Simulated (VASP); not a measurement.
# ZnS (I-4m2) in VASP: single point with PBEsol

Aim: the single point of ZnS with PBEsol.

Program: VASP 6.6.1. These are calculated values, not measurements. Logs are shortened: lines on timing, memory, paths and dates and some standing lists are left out, and cuts for length are marked.

## (1) The cell of the first run

It takes space group I-4m2 (No. 119, tetragonal). The conventional cell has a = 3.974 Å, b = 3.974 Å, c = 5.404 Å, α = 90.00°, β = 90.00°, γ = 90.00°. Zn (site symmetry -4m2) has 4 S at 2.40 Å within 3.2 Å. S (site symmetry -4m2) has 4 Zn at 2.40 Å within 3.2 Å.

## (2) Single point, PBEsol

Input file INCAR:

```
ALGO = Normal ; EDIFF = 1E-6
ENCUT = 500 ; GGA = PS
GGA_COMPAT = F ; ISIF = 2
ISMEAR = -1 ; LASPH = T
LCHARG = F ; LREAL = F
LWAVE = F ; NBANDS = 16
NELM = 120 ; PREC = Accurate
SIGMA = 0.05
```

Input file KPOINTS:

```
k-points
0
Gamma
  7 7 7
```

Input file POSCAR:

```
ZnS
1.0
    0.0000000000      2.8100800000      2.7020000000
    2.8100800000      0.0000000000      2.7020000000
    2.8100800000      2.8100800000      0.0000000000
Zn S
1 1
Direct
    0.7500000000      0.7500000000      0.7500000000
    0.0000000000      0.0000000000      0.0000000000
```

Potentials or basis: VASP PAW PBE potentials, release 64 (Zn, S).

On the command line:

```console
cat potpaw_PBE.64/Zn/POTCAR potpaw_PBE.64/S/POTCAR > POTCAR
mpirun -np 1 vasp_std > vasp.out
```

OUTCAR:

```text
EDIFF = 1E-6
   ENCUT = 500
   GGA = PS
   ISIF = 2
   ISMEAR = -1
   LASPH = T
   LREAL = F
   NELM = 120
   PREC = Accurate

 ion  position               nearest neighbor table
   1  0.750  0.750  0.750-   2 2.40   2 2.40   2 2.40   2 2.40
   2  0.000  0.000  0.000-   1 2.40   1 2.40   1 2.40   1 2.40

  LATTYP: Found a body centered tetragonal cell.
 ALAT       =     3.9740532474
 C/A-ratio  =     1.3598207331

  Lattice vectors:

 A1 = (   0.0000000000,  -2.8100800000,  -2.7020000000)
 A2 = (   0.0000000000,   2.8100800000,  -2.7020000000)
 A3 = (   2.8100800000,   0.0000000000,   2.7020000000)

Analysis of symmetry for initial positions (statically):
=====================================================================
 Subroutine PRICEL returns:
 Original cell was already a primitive cell.

 Routine SETGRP: Setting up the symmetry group for a
 body centered tetragonal supercell.

 Subroutine GETGRP returns: Found  8 space group operations
 (whereof  8 operations were pure point group operations)
 out of a pool of 16 trial point group operations.

The static configuration has the point symmetry D_2d.

Analysis of symmetry for dynamics (positions and initial velocities):
=====================================================================
 Subroutine PRICEL returns:
 Original cell was already a primitive cell.

 Routine SETGRP: Setting up the symmetry group for a
 body centered tetragonal supercell.

 Subroutine GETGRP returns: Found  8 space group operations
 (whereof  8 operations were pure point group operations)
 out of a pool of 16 trial point group operations.

The dynamic configuration has the point symmetry D_2d.

 Subroutine INISYM returns: Found  8 space group operations
 (whereof  8 operations are pure point group operations),
 and found     1 'primitive' translations

----------------------------------------------------------------------------------------

                                     Primitive cell

  volume of cell :      42.6730

  direct lattice vectors                    reciprocal lattice vectors
     0.000000000  2.810080000  2.702000000    -0.177930877  0.177930877  0.185048113
     2.810080000  0.000000000  2.702000000     0.177930877 -0.177930877  0.185048113
     2.810080000  2.810080000  0.000000000     0.177930877  0.177930877 -0.185048113

  length of vectors
     3.898378330  3.898378330  3.974053247     0.312348520  0.312348520  0.312348520

  position of ions in fractional coordinates (direct lattice)
     0.750000000  0.750000000  0.750000000
     0.000000000  0.000000000  0.000000000

  ion indices of the primitive-cell ions
   primitive index   ion index
                 1           1
                 2           2

----------------------------------------------------------------------------------------

 KPOINTS: k-points

Automatic generation of k-mesh.
 Grid dimensions read from file:
 generate k-points for:    7    7    7

 Generating k-lattice:

  Cartesian coordinates                     Fractional coordinates (reciprocal lattice)
    -0.025418697  0.025418697  0.026435445     0.142857143  0.000000000  0.000000000
     0.025418697 -0.025418697  0.026435445     0.000000000  0.142857143  0.000000000
     0.025418697  0.025418697 -0.026435445     0.000000000  0.000000000  0.142857143

  Length of vectors
     0.044621217  0.044621217  0.044621217

  Shift w.r.t. Gamma in fractional coordinates (k-lattice)
     0.000000000  0.000000000  0.000000000

 Subroutine IBZKPT returns following result:
 ===========================================

 Found     40 irreducible k-points:

 Following reciprocal coordinates:
            Coordinates               Weight
  0.000000  0.000000  0.000000      1.000000
  0.142857  0.000000  0.000000      8.000000
  0.285714  0.000000  0.000000      8.000000
  0.428571  0.000000  0.000000      8.000000
  0.142857  0.142857  0.000000      2.000000
  0.285714  0.142857  0.000000      8.000000
[... 16 lines left out ...]
  0.428571  0.285714  0.142857      8.000000
 -0.428571  0.285714  0.142857     16.000000
 [... further k-points ...]
   k-points           NKPTS =     40   k-points in BZ     NKDIM =     40   number of bands    NBANDS=     16
   number of dos      NEDOS =    301   number of ions     NIONS =      2
   total plane-waves  NPLWV =  23520
   dimension x,y,z NGX =    28 NGY =   28 NGZ =   30
   dimension x,y,z NGXF=    56 NGYF=   56 NGZF=   60
   ions per type =               1   1
   NGX,Y,Z   is equivalent  to a cutoff of  11.94, 11.94, 12.55 a.u.
   NGXF,Y,Z  is equivalent  to a cutoff of  23.88, 23.88, 25.10 a.u.
 SYSTEM =  unknown system
   PREC   = accura    normal or accurate (medium, high low for compatibility)
   ISTART =      0    job   : 0-new  1-cont  2-samecut
   ICHARG =      2    charge: 1-file 2-atom 10-const
   ISPIN  =      1    spin polarized calculation?
   LNONCOLLINEAR =      F non collinear calculations
   LSORBIT =      F    spin-orbit coupling
   LASPH  =      T    aspherical Exc in radial PAW
   ENCUT  =  500.0 eV  36.75 Ry    6.06 a.u.   7.11  7.11  7.25*2*pi/ulx,y,z
   NELM   =    120;   NELMIN=  2; NELMDL= -5     # of ELM steps
   EDIFF  = 0.1E-05   stopping-criterion for ELM
   LREAL  =      F    real-space projection
[... 7 lines left out ...]
   TEBEG  =    0.0;   TEEND  =   0.0 temperature during run
   PSTRESS=    0.0 pullay stress
   NELECT =      18.0000    total number of electrons
   NUPDOWN=      -1.0000    fix difference up-down
   EMIN   =  10.00;   EMAX   =-10.00  energy-range for DOS
   EFERMI =   0.00;   METHOD = LEGACY
   ISMEAR =    -1;   SIGMA  =   0.05  broadening in eV -4-tet -1-fermi 0-gaus
   EFERMI_NEDOS =   21; number of points for ismear=-14 and -15
   IALGO  =     38    algorithm
   IMIX   =      4    mixing-type and parameters
     AMIX     =   0.40;   BMIX     =  1.00
     AMIX_MAG =   1.60;   BMIX_MAG =  1.00
  volume/ion in A,a.u.               =      21.34       143.99
  Fermi-wavevector in a.u.,A,eV,Ry     =   1.227764  2.320137 20.509470  1.507404
  Thomas-Fermi vector in A             =   2.362715
   LORBIT       =      0    0 simple, 1 ext, 2 COOP (PROOUT), +10 PAW based schemes
   GGA     = PS    functional components
   LHFCALC =     F    Hartree Fock is set to
   AEXX    =    0.0000 exact exchange contribution
   IVDW    =     0    specifies the selected vdW correction
   LEPSILON=     F    determine dielectric tensor
   LRPA    =     F    only Hartree local field effects (RPA)
 non-spin polarized calculation
  energy-cutoff  :      500.00
  volume of cell :       42.67
 maximum number of plane-waves:      1098
   NGX = 15   NGY = 15   NGZ = 15

 number of electron      17.9999984 magnetization

 Free energy of the ion-electron system (eV)
  ---------------------------------------------------
  ext. energy  EPLUGINS =         0.00000000
  ---------------------------------------------------
  free energy    TOTEN  =        -7.49149331 eV

  energy without entropy =       -7.49149331  energy(sigma->0) =       -7.49149331

 E-fermi :   2.1865     XC(G=0):  -9.4877

 val. band max:        1.3955807392   @ k =   0.0000   0.0000   0.0000
 cond. band min:       2.9577276820   @ k =   0.0000   0.0000   0.0000
 fundamental gap:      1.5621469429
 Fermi energy:         2.1864910934

 k-point     1 :       0.0000    0.0000    0.0000
  band No.  band energies     occupation
      1     -11.3169      2.00000
      2      -4.7772      2.00000
      3      -4.7772      2.00000
      4      -4.7575      2.00000
      5      -4.3652      2.00000
      6      -4.3577      2.00000
[... 8 lines left out ...]
     15      12.6351      0.00000
     16      13.2372      0.00000

 k-point     2 :       0.1429    0.0000    0.0000
  band No.  band energies     occupation
      1     -11.1835      2.00000
      2      -4.7656      2.00000
      3      -4.7555      2.00000
      4      -4.7373      2.00000
      5      -4.3652      2.00000
      6      -4.3604      2.00000
[... 8 lines left out ...]
     15      12.4197      0.00000
     16      13.4829      0.00000

 k-point     3 :       0.2857    0.0000    0.0000
  band No.  band energies     occupation
      1     -10.8556      2.00000
      2      -4.7138      2.00000
      3      -4.6983      2.00000
      4      -4.6678      2.00000
      5      -4.3583      2.00000
      6      -4.3551      2.00000
[... 8 lines left out ...]
     15      12.2818      0.00000
     16      12.9871      0.00000

 k-point     4 :       0.4286    0.0000    0.0000
  band No.  band energies     occupation
      1     -10.5565      2.00000
      2      -4.6900      2.00000
      3      -4.6652      2.00000
      4      -4.3645      2.00000
      5      -4.3340      2.00000
      6      -4.3298      2.00000
[... 8 lines left out ...]
     15      13.7940      0.00000
     16      13.9712      0.00000

 k-point     5 :       0.1429    0.1429    0.0000
  band No.  band energies     occupation
      1     -11.1312      2.00000
      2      -4.7740      2.00000
      3      -4.7352      2.00000
      4      -4.7352      2.00000
      5      -4.3728      2.00000
      6      -4.3520      2.00000
[... 8 lines left out ...]
     15      12.9186      0.00000
     16      14.2529      0.00000

 k-point     6 :       0.2857    0.1429    0.0000
  band No.  band energies     occupation
      1     -10.8615      2.00000
      2      -4.7502      2.00000
      3      -4.6875      2.00000
      4      -4.6751      2.00000
      5      -4.3749      2.00000
      6      -4.3383      2.00000
[... 8 lines left out ...]
     15      13.1890      0.00000
     16      14.5689      0.00000
[... 267 lines left out ...]
 k-point    21 :      -0.2857   -0.0000    0.1429
  band No.  band energies     occupation
      1     -10.6550      2.00000
      2      -4.6876      2.00000
      3      -4.6639      2.00000
      4      -4.5784      2.00000
      5      -4.3709      2.00000
      6      -4.3184      2.00000
[... 8 lines left out ...]
     15      13.7870      0.00000
     16      14.5324      0.00000

 k-point    22 :      -0.1429   -0.0000    0.1429
  band No.  band energies     occupation
      1     -10.9810      2.00000
      2      -4.7443      2.00000
      3      -4.7213      2.00000
      4      -4.7001      2.00000
      5      -4.3753      2.00000
      6      -4.3460      2.00000
[... 8 lines left out ...]
     15      12.6949      0.00000
     16      14.6240      0.00000

 k-point    23 :       0.4286    0.2857    0.1429
  band No.  band energies     occupation
      1     -10.5948      2.00000
      2      -4.7008      2.00000
      3      -4.6461      2.00000
      4      -4.5911      2.00000
      5      -4.3559      2.00000
      6      -4.3145      2.00000
[... 8 lines left out ...]
     15      14.5108      0.00000
     16      15.7888      0.00000

 k-point    24 :      -0.4286    0.2857    0.1429
  band No.  band energies     occupation
      1     -10.3708      2.00000
      2      -4.6494      2.00000
      3      -4.6181      2.00000
      4      -4.4484      2.00000
      5      -4.3401      2.00000
      6      -4.1763      2.00000
[... 8 lines left out ...]
     15      14.3150      0.00000
     16      15.7048      0.00000

 [... further k-points ...]

------------------------ aborting loop because EDIFF is reached ----------------------------------------

  FORCE on cell =-STRESS in cart. coord.  units (eV):
  Direction    XX          YY          ZZ          XY          YZ          ZX
  --------------------------------------------------------------------------------------
  -------------------------------------------------------------------------------------
  Total       -1.8591682     -1.8591682     -1.4222886      0.0000000      0.0000000      0.0000000
  in kB      -69.8033959    -69.8033959    -53.4005342      0.0000000      0.0000000      0.0000000
  external PRESSURE =     -64.3357754 kB  Pullay stress =       0.0000000 kB

 VOLUME and BASIS-vectors are now :
 -----------------------------------------------------------------------------
  energy-cutoff  :      500.00
  volume of cell :       42.67
      direct lattice vectors                 reciprocal lattice vectors
     0.000000000  2.810080000  2.702000000    -0.177930877  0.177930877  0.185048113
     2.810080000  0.000000000  2.702000000     0.177930877 -0.177930877  0.185048113
     2.810080000  2.810080000  0.000000000     0.177930877  0.177930877 -0.185048113

 POSITION                                       TOTAL-FORCE (eV/Angst)
 -----------------------------------------------------------------------------------
      4.21512      4.21512      4.05300         0.000000      0.000000      0.000000
      0.00000      0.00000      0.00000        -0.000000     -0.000000     -0.000000
 -----------------------------------------------------------------------------------
    total drift:                               -0.000006     -0.000006     -0.000010

  FREE ENERGIE OF THE ION-ELECTRON SYSTEM (eV)
  ---------------------------------------------------
  free  energy   TOTEN  =        -7.4914933138 eV

  energy  without entropy=       -7.4914933119  energy(sigma->0) =       -7.49149331
```

It took 41 s on 1 thread of AMD EPYC 7R13, shared host; peak memory 0.14 GiB.

Results:

| Item | Value |
| --- | --- |
| Free energy | -7.4915 eV |
| Pressure | -6.4 GPa |
| Band gap on the k mesh | 1.56 eV |

Stress tensor (GPa, compression positive):
```
-6.98  0.00  0.00
 0.00 -6.98  0.00
 0.00  0.00 -5.34
```

Caveat: the cell stands under tension; the PAW data sets were made with another functional, which shifts forces and pressure a little. Expect the measured gap to be larger: semilocal functionals such as PBEsol lack the derivative discontinuity.
